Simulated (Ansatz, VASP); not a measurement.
One calculation of Be, two programs

```
Be
1.0
     2.02565    0.00000    0.00000
     0.00000    2.02565    0.00000
     0.00000    0.00000    2.02565
Be
1
Cartesian
  0.0000 0.0000 0.0000
```

Alike in both runs: task relaxation of cell and atoms; functional PBEsol; k mesh 8 × 8 × 8; occupations gaussian, width 0.1 eV; no spin polarisation.

|  | VASP | Ansatz |
| --- | --- | --- |
| version | VASP 6.6.1 | Ansatz 0.2.0 |
| potentials or method | VASP PAW PBE potentials, release 64 (Be), cutoff 600 eV | scalar-relativistic, plane waves, PAW |
| valence electrons in the cell | 2 | 2 |

|  | VASP | Ansatz | Ansatz less VASP |
| --- | --- | --- | --- |
| gap on the k mesh at the Fermi level, each at its own relaxed structure (eV) | none | none | - |
| relaxed volume (Å³/atom) | 10.11 | 10.03 | -0.083 |
| relaxed length of the cell vector where the two differ most in proportion (Å) | 2.162 | 2.156 | -0.0059 |

VASP's potentials were made for PBE, not for PBEsol. A gap of «none» marks a metal or a gap that the smearing closes.

The k mesh is coarse, so the values compare programs but aren't converged. Noted on VASP's run: the volume moved by over 15 % at a fixed basis, so the end points are rough.
